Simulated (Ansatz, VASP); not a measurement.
# HfO2 in VASP and in Ansatz

```
Hf O
1.0
     5.21946    0.00000    0.00000
     0.00000    5.00476    0.00000
     0.00000    0.00000    5.03269
Hf O
4 8
Cartesian
  0.1723 1.3387 1.2151
  2.4375 1.3387 3.7314
  2.7820 3.6661 1.2151
  5.0472 3.6661 3.7314
  1.9201 0.3571 1.9087
  0.6896 0.3571 4.4251
  3.8308 2.3028 2.4776
  3.9984 2.3028 4.9939
  1.3886 2.7020 4.9939
  1.2211 2.7020 2.4776
  4.5298 4.6477 1.9087
  3.2994 4.6477 4.4251
```

Alike in both runs: task single point; functional r2SCAN; k mesh 4 × 4 × 4; occupations gaussian, width 0.1 eV; no spin polarisation.

|  | VASP | Ansatz |
| --- | --- | --- |
| version | VASP 6.6.1 | Ansatz 0.2.0 |
| potentials or method | VASP PAW PBE potentials, release 64 (Hf_pv, O), cutoff 520 eV | scalar-relativistic, plane waves, PAW |
| valence electrons in the cell | 88 | 152 |

Ansatz gave:

- gap on the k mesh at the Fermi level (eV): 5.03
- least direct gap on the mesh (eV): 5.21
- pressure (GPa): 4.0
- traceless stress, the component that is largest in VASP (GPa): 0.02
- rms of the force components (eV/Å): 0.031

Problem. What did VASP give for the same quantities?

Solution. gap on the k mesh at the Fermi level (eV): 4.98; least direct gap on the mesh (eV): 5.17; pressure (GPa): 0.3; traceless stress, the component that is largest in VASP (GPa): -0.05; rms of the force components (eV/Å): 0.006.

VASP's potentials were made for PBE, not for r2SCAN. Atom by atom the forces differ by 0.032 eV/Å (rms over components). The functional is the same, so the differences come from potentials, cutoffs and numerics. VASP's potentials hold 88 valence electrons a cell and Ansatz's 152, so a difference there can come from the potentials and not from the codes.

Neither program's run includes spin-orbit coupling.
